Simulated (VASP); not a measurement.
# Ti2Be3Ga (P1) in VASP: single point with LDA

Aim: the single point of Ti2Be3Ga with LDA.

Program: VASP 6.6.1. These are calculated values, not measurements. Logs are shortened: lines on timing, memory, paths and dates and some standing lists are left out, and cuts for length are marked.

## (1) The cell of the first run

The typed cell holds 6 atoms: a = 4.680 Å, b = 4.740 Å, c = 4.737 Å, α = 61.63°, β = 60.24°, γ = 61.21°.

## (2) Single point, LDA

File POSCAR:

```
Ti2Be3Ga
1.0
    2.3679800000      1.3279200000      3.8116800000
   -2.4273900000      1.4026300000      3.8214600000
    0.0350000000     -2.7811000000      3.8341200000
Ti Be Ga
2 3 1
Direct
    0.1182000000      0.1243200000      0.1294300000
    0.8758200000      0.8794700000      0.8724000000
    0.0001700000      0.5065300000      0.4934300000
    0.4988000000      0.0026200000      0.4984700000
    0.5021200000      0.5044200000      0.0015200000
    0.5000400000      0.4917500000      0.5083500000
```

File INCAR.step1:

```
  ALGO = Normal
  EDIFF = 1E-6
  ENCUT = 520
  ISIF = 2
  ISMEAR = -1
  LASPH = T
  LCHARG = T
  LMAXMIX = 4
  LREAL = F
  LWAVE = F
  NBANDS = 30
  NELM = 100
  PREC = Accurate
  SIGMA = 0.15
```

File KPOINTS.step1:

```
k-points
0
Gamma
  4 4 4
```

File INCAR.step2:

```
  ALGO = Normal
  EDIFF = 1E-6
  ENCUT = 520
  ICHARG = 11
  ISIF = 2
  ISMEAR = -5
  LASPH = T
  LCHARG = F
  LMAXMIX = 4
  LORBIT = 10
  LREAL = F
  LWAVE = F
  NEDOS = 2001
  NELM = 100
  PREC = Accurate
  SIGMA = 0.15
```

File KPOINTS.step2:

```
k-points
0
Gamma
  6 6 6
```

Potentials or basis: VASP PAW LDA potentials, release 64 (Ti_sv, Be, Ga_d).

Command:

```
$ cat potpaw_LDA.64/Ti_sv/POTCAR potpaw_LDA.64/Be/POTCAR potpaw_LDA.64/Ga_d/POTCAR > POTCAR
$ cp INCAR.step1 INCAR
$ cp KPOINTS.step1 KPOINTS
$ mpirun -np 1 vasp_std > vasp.out
$ cp INCAR.step2 INCAR
$ cp KPOINTS.step2 KPOINTS
$ mpirun -np 1 vasp_std > vasp.out
```

OUTCAR:

```text
EDIFF = 1E-6
   ENCUT = 520
   ICHARG = 11
   ISIF = 2
   ISMEAR = -5
   LASPH = T
   LORBIT = 10
   LREAL = F
   NELM = 100
   PREC = Accurate

 ion  position               nearest neighbor table
   1  0.118  0.124  0.129-   6 2.75   6 2.79   2 2.85   6 2.88   2 2.91   2 2.91
   2  0.876  0.879  0.872-   6 2.78   6 2.80   1 2.85   6 2.85   1 2.91   1 2.91
   3  0.000  0.507  0.493-   6 2.34   6 2.34   5 2.35   5 2.38
   4  0.499  0.003  0.498-   6 2.34   6 2.40
   5  0.502  0.504  0.002-   3 2.35   6 2.37   6 2.37   3 2.38
   6  0.500  0.492  0.508-   3 2.34   3 2.34   4 2.34   5 2.37   5 2.37   4 2.40   1 2.75   2 2.78
                             1 2.79   2 2.80   2 2.85   1 2.88

  LATTYP: Found a triclinic cell.
 ALAT       =     4.6797014039
 B/A-ratio  =     1.0097186885
 C/A-ratio  =     1.0127848174
 COS(alpha) =     0.0006532147
 COS(beta)  =     0.4815577396
 COS(gamma) =     0.4927256055

  Lattice vectors:

 A1 = (   2.3679800000,   1.3279200000,   3.8116800000)
 A2 = (   2.3329800000,   4.1090200000,  -0.0224400000)
 A3 = (  -2.4273900000,   1.4026300000,   3.8214600000)

Analysis of symmetry for initial positions (statically):
=====================================================================
 Subroutine PRICEL returns:
 Original cell was already a primitive cell.

 Routine SETGRP: Setting up the symmetry group for a
 triclinic supercell.

 Subroutine GETGRP returns: Found  1 space group operations
 (whereof  1 operations were pure point group operations)
 out of a pool of  2 trial point group operations.

The static configuration has the point symmetry C_1 .

Analysis of symmetry for dynamics (positions and initial velocities):
=====================================================================
 Subroutine PRICEL returns:
 Original cell was already a primitive cell.

 Routine SETGRP: Setting up the symmetry group for a
 triclinic supercell.

 Subroutine GETGRP returns: Found  1 space group operations
 (whereof  1 operations were pure point group operations)
 out of a pool of  2 trial point group operations.

The dynamic configuration has the point symmetry C_1 .

 Subroutine INISYM returns: Found  1 space group operations
 (whereof  1 operations are pure point group operations),
 and found     1 'primitive' translations

----------------------------------------------------------------------------------------

                                     Primitive cell

  volume of cell :      75.9825

  direct lattice vectors                    reciprocal lattice vectors
     2.367980000  1.327920000  3.811680000     0.210650098  0.124247817  0.088200904
    -2.427390000  1.402630000  3.821460000    -0.206522221  0.117733880  0.087284167
     0.035000000 -2.781100000  3.834120000    -0.003576925 -0.240865761  0.086135391

  length of vectors
     4.679701404  4.739530532  4.736688546     0.259981505  0.253241427  0.255828878

  position of ions in fractional coordinates (direct lattice)
     0.118200000  0.124320000  0.129430000
     0.875820000  0.879470000  0.872400000
     0.000170000  0.506530000  0.493430000
     0.498800000  0.002620000  0.498470000
     0.502120000  0.504420000  0.001520000
     0.500040000  0.491750000  0.508350000

  ion indices of the primitive-cell ions
   primitive index   ion index
                 1           1
                 2           2
                 3           3
                 4           4
                 5           5
                 6           6

----------------------------------------------------------------------------------------

 KPOINTS: k-points

Automatic generation of k-mesh.
 Grid dimensions read from file:
 generate k-points for:    6    6    6

 Generating k-lattice:

  Cartesian coordinates                     Fractional coordinates (reciprocal lattice)
     0.035108350  0.020707969  0.014700151     0.166666667 -0.000000000  0.000000000
    -0.034420370  0.019622313  0.014547361    -0.000000000  0.166666667 -0.000000000
    -0.000596154 -0.040144293  0.014355898     0.000000000  0.000000000  0.166666667

  Length of vectors
     0.043330251  0.042206904  0.042638146

  Shift w.r.t. Gamma in fractional coordinates (k-lattice)
     0.000000000  0.000000000  0.000000000

 TETIRR: Found    648 inequivalent tetrahedra from     1296

 Subroutine IBZKPT returns following result:
 ===========================================

 Found    112 irreducible k-points:

 Following reciprocal coordinates:
            Coordinates               Weight
  0.000000  0.000000  0.000000      1.000000
  0.166667  0.000000 -0.000000      2.000000
  0.333333  0.000000 -0.000000      2.000000
  0.500000  0.000000 -0.000000      1.000000
  0.000000  0.166667 -0.000000      2.000000
  0.166667  0.166667 -0.000000      2.000000
[... 16 lines left out ...]
  0.333333  0.000000  0.166667      2.000000
  0.500000  0.000000  0.166667      2.000000
 [... further k-points ...]
   k-points           NKPTS =    112   k-points in BZ     NKDIM =    112   number of bands    NBANDS=     25
   number of dos      NEDOS =   2001   number of ions     NIONS =      6
   total plane-waves  NPLWV =  46656
   dimension x,y,z NGX =    36 NGY =   36 NGZ =   36
   dimension x,y,z NGXF=    72 NGYF=   72 NGZF=   72
   ions per type =               2   3   1
   NGX,Y,Z   is equivalent  to a cutoff of  12.79, 12.63, 12.64 a.u.
   NGXF,Y,Z  is equivalent  to a cutoff of  25.58, 25.26, 25.27 a.u.
 SYSTEM =  unknown system
   PREC   = accura    normal or accurate (medium, high low for compatibility)
   ISTART =      0    job   : 0-new  1-cont  2-samecut
   ICHARG =     11    charge: 1-file 2-atom 10-const
   ISPIN  =      1    spin polarized calculation?
   LNONCOLLINEAR =      F non collinear calculations
   LSORBIT =      F    spin-orbit coupling
   LASPH  =      T    aspherical Exc in radial PAW
   ENCUT  =  520.0 eV  38.22 Ry    6.18 a.u.   8.70  8.81  8.81*2*pi/ulx,y,z
   NELM   =    100;   NELMIN=  2; NELMDL=  0     # of ELM steps
   EDIFF  = 0.1E-05   stopping-criterion for ELM
   LREAL  =      F    real-space projection
   EDIFFG = 0.1E-04   stopping-criterion for IOM
   NSW    =      0    number of steps for IOM
   IBRION =     -1    ionic relax: 0-MD 1-quasi-New 2-CG
   NFREE  =      0    steps in history (QN), initial steepest desc. (CG)
   ISIF   =      2    stress and relaxation
   ISYM   =      2    0-nonsym 1-usesym 2-fastsym
   POTIM  = 0.5000    time-step for ionic-motion
   TEBEG  =    0.0;   TEEND  =   0.0 temperature during run
   PSTRESS=    0.0 pullay stress
   NELECT =      43.0000    total number of electrons
   NUPDOWN=      -1.0000    fix difference up-down
   EMIN   =  10.00;   EMAX   =-10.00  energy-range for DOS
   EFERMI =   0.00;   METHOD = LEGACY
   ISMEAR =    -5;   SIGMA  =   0.15  broadening in eV -4-tet -1-fermi 0-gaus
   EFERMI_NEDOS =   21; number of points for ismear=-14 and -15
   IALGO  =     38    algorithm
   IMIX   =      4    mixing-type and parameters
     AMIX     =   0.40;   BMIX     =  1.00
     AMIX_MAG =   1.60;   BMIX_MAG =  1.00
  volume/ion in A,a.u.               =      12.66        85.46
  Fermi-wavevector in a.u.,A,eV,Ry     =   1.354128  2.558932 24.948510  1.833664
  Thomas-Fermi vector in A             =   2.481326
   LORBIT       =     10    0 simple, 1 ext, 2 COOP (PROOUT), +10 PAW based schemes
   GGA     = CA    functional components
   LHFCALC =     F    Hartree Fock is set to
   AEXX    =    0.0000 exact exchange contribution
   IVDW    =     0    specifies the selected vdW correction
   LEPSILON=     F    determine dielectric tensor
   LRPA    =     F    only Hartree local field effects (RPA)
 non-spin polarized calculation
 Fermi weights with tetrahedron method with Bloechl corrections
  energy-cutoff  :      520.00
  volume of cell :       75.98
 maximum number of plane-waves:      2062

 number of electron      43.0000006 magnetization

 Free energy of the ion-electron system (eV)
  ---------------------------------------------------
  ext. energy  EPLUGINS =         0.00000000
  ---------------------------------------------------
  free energy    TOTEN  =       -34.63657064 eV

  energy without entropy =      -34.63657064  energy(sigma->0) =      -34.63657064

 E-fermi :   6.6112     XC(G=0): -11.4287

 val. band max:        6.6535765219   @ k =   0.3333  -0.0000   0.3333
 cond. band min:       6.5561486036   @ k =   0.1667   0.1667  -0.0000
 fundamental gap:     -0.0974279183
 Fermi energy:         6.6112319621

 k-point     1 :       0.0000    0.0000    0.0000
  band No.  band energies     occupation
      1     -49.2156      2.00000
      2     -49.1296      2.00000
      3     -25.9240      2.00000
      4     -25.9187      2.00000
      5     -25.8979      2.00000
      6     -25.7555      2.00000
[... 17 lines left out ...]
     24       9.1454      0.00000
     25       9.2138      0.00000

 k-point     2 :       0.1667    0.0000   -0.0000
  band No.  band energies     occupation
      1     -49.2114      2.00000
      2     -49.1338      2.00000
      3     -25.9297      2.00000
      4     -25.9206      2.00000
      5     -25.9036      2.00000
      6     -25.7508      2.00000
[... 17 lines left out ...]
     24       9.1005      0.00000
     25       9.2716      0.00000

 k-point     3 :       0.3333    0.0000   -0.0000
  band No.  band energies     occupation
      1     -49.2014      2.00000
      2     -49.1438      2.00000
      3     -25.9403      2.00000
      4     -25.9242      2.00000
      5     -25.9145      2.00000
      6     -25.7435      2.00000
[... 17 lines left out ...]
     24       8.8160      0.00000
     25       8.8821      0.00000

 k-point     4 :       0.5000    0.0000   -0.0000
  band No.  band energies     occupation
      1     -49.1947      2.00000
      2     -49.1505      2.00000
      3     -25.9454      2.00000
      4     -25.9252      2.00000
      5     -25.9207      2.00000
      6     -25.7406      2.00000
[... 17 lines left out ...]
     24       8.4921      0.00000
     25       8.5994      0.00000

 k-point     5 :       0.0000    0.1667   -0.0000
  band No.  band energies     occupation
      1     -49.2122      2.00000
      2     -49.1330      2.00000
      3     -25.9281      2.00000
      4     -25.9231      2.00000
      5     -25.8986      2.00000
      6     -25.7555      2.00000
[... 17 lines left out ...]
     24       9.1002      0.00000
     25       9.1599      0.00000

 k-point     6 :       0.1667    0.1667   -0.0000
  band No.  band energies     occupation
      1     -49.2100      2.00000
      2     -49.1352      2.00000
      3     -25.9342      2.00000
      4     -25.9253      2.00000
      5     -25.8953      2.00000
      6     -25.7520      2.00000
[... 17 lines left out ...]
     24       8.9476      0.00000
     25       9.1960      0.00000
[... 393 lines left out ...]
 k-point    21 :      -0.0000   -0.0000    0.1667
  band No.  band energies     occupation
      1     -49.2113      2.00000
      2     -49.1339      2.00000
      3     -25.9263      2.00000
      4     -25.9218      2.00000
      5     -25.9037      2.00000
      6     -25.7498      2.00000
[... 17 lines left out ...]
     24       9.1184      0.00000
     25       9.1610      0.00000

 k-point    22 :       0.1667    0.0000    0.1667
  band No.  band energies     occupation
      1     -49.2098      2.00000
      2     -49.1353      2.00000
      3     -25.9340      2.00000
      4     -25.9195      2.00000
      5     -25.9005      2.00000
      6     -25.7592      2.00000
[... 17 lines left out ...]
     24       8.9071      0.00000
     25       9.2464      0.00000

 k-point    23 :       0.3333    0.0000    0.1667
  band No.  band energies     occupation
      1     -49.2013      2.00000
      2     -49.1439      2.00000
      3     -25.9481      2.00000
      4     -25.9266      2.00000
      5     -25.8958      2.00000
      6     -25.7643      2.00000
[... 17 lines left out ...]
     24       8.5381      0.00000
     25       9.1644      0.00000

 k-point    24 :       0.5000    0.0000    0.1667
  band No.  band energies     occupation
      1     -49.1917      2.00000
      2     -49.1534      2.00000
      3     -25.9598      2.00000
      4     -25.9291      2.00000
      5     -25.8951      2.00000
      6     -25.7652      2.00000
[... 17 lines left out ...]
     24       8.2501      0.00000
     25       8.3612      0.00000

 [... further k-points ...]

------------------------ aborting loop because EDIFF is reached ----------------------------------------

  FORCE on cell =-STRESS in cart. coord.  units (eV):
  Direction    XX          YY          ZZ          XY          YZ          ZX
  --------------------------------------------------------------------------------------
  -------------------------------------------------------------------------------------
  Total       -7.4815004     -7.5638067     -4.2276870      1.3900339      0.3995999      0.1476355
  in kB     -157.7560030   -159.4915265    -89.1456211     29.3104573      8.4260218      3.1130637
  external PRESSURE =    -135.4643835 kB  Pullay stress =       0.0000000 kB

 VOLUME and BASIS-vectors are now :
 -----------------------------------------------------------------------------
  energy-cutoff  :      520.00
  volume of cell :       75.98
      direct lattice vectors                 reciprocal lattice vectors
     2.367980000  1.327920000  3.811680000     0.210650098  0.124247817  0.088200904
    -2.427390000  1.402630000  3.821460000    -0.206522221  0.117733880  0.087284167
     0.035000000 -2.781100000  3.834120000    -0.003576925 -0.240865761  0.086135391

 POSITION                                       TOTAL-FORCE (eV/Angst)
 -----------------------------------------------------------------------------------
     -0.01735     -0.02862      1.42187         0.139356      0.114450      0.029340
     -0.03036     -0.02964     10.04409        -0.006447     -0.124865      0.044064
     -1.21187     -0.66158      3.82820        -0.004297     -0.098215      0.008213
      1.19224     -0.72025      3.82247         0.072544     -0.053790     -0.062791
     -0.03536      1.37006      3.84737        -0.015678      0.005444     -0.118786
      0.00821     -0.06002      5.73427        -0.185478      0.156976      0.099962
 -----------------------------------------------------------------------------------
    total drift:                                0.000641      0.001548      0.000705

  FREE ENERGIE OF THE ION-ELECTRON SYSTEM (eV)
  ---------------------------------------------------
  free  energy   TOTEN  =       -34.6365706440 eV

  energy  without entropy=      -34.6365706440  energy(sigma->0) =      -34.63657064

 total charge

# of ion       s       p       d       tot
------------------------------------------
    1        2.183   6.135   1.893  10.211
    2        2.183   6.135   1.892  10.209
    3        0.393   0.636   0.000   1.028
    4        0.392   0.634   0.000   1.026
    5        0.391   0.632   0.000   1.023
    6        0.900   1.040   9.978  11.918
--------------------------------------------------
tot          6.441  15.211  13.763  35.415
```

It took 4.4 min on 1 thread of Intel Xeon Platinum 8488C (Sapphire Rapids), shared host; peak memory 0.33 GiB.

What came out:

```yaml
Valence_electrons_inside_the_program's_atomic_spheres: Ti 10.21; Be 1.03, 1.02 (each value once); Ga 11.92
```

Levels at points of the mesh, in eV from the Fermi level:
| k point | band 19 | band 20 | band 21 | band 22 | band 23 | band 24 | band 25 |
| --- | --- | --- | --- | --- | --- | --- | --- |
| (0.00, 0.00, 0.00) | -1.60 | -1.55 | -1.38 | -0.69 | -0.60 | 2.53 | 2.60 |
| (0.50, 0.00, 0.00) | -1.54 | -0.78 | -0.17 | -0.05 | -0.01 | 1.88 | 1.99 |
| (0.00, 0.50, 0.00) | -1.43 | -0.80 | -0.15 | -0.09 | 0.02 | 1.89 | 1.95 |
| (0.50, 0.50, 0.00) | -2.43 | 0.30 | 0.37 | 0.39 | 0.59 | 1.47 | 1.65 |
| (0.00, 0.00, 0.50) | -1.54 | -0.85 | -0.18 | -0.07 | -0.04 | 1.98 | 2.08 |
| (0.50, 0.00, 0.50) | -2.41 | 0.29 | 0.33 | 0.41 | 0.52 | 1.52 | 1.61 |
| (0.00, 0.50, 0.50) | -2.33 | 0.33 | 0.35 | 0.46 | 0.50 | 1.44 | 1.79 |
| (0.50, 0.50, 0.50) | -0.91 | -0.77 | -0.13 | -0.05 | 0.07 | 2.04 | 2.07 |

Caveat: the k points lie up to 0.41 Å⁻¹ apart; tetrahedron occupations give inexact forces and stress in metals.
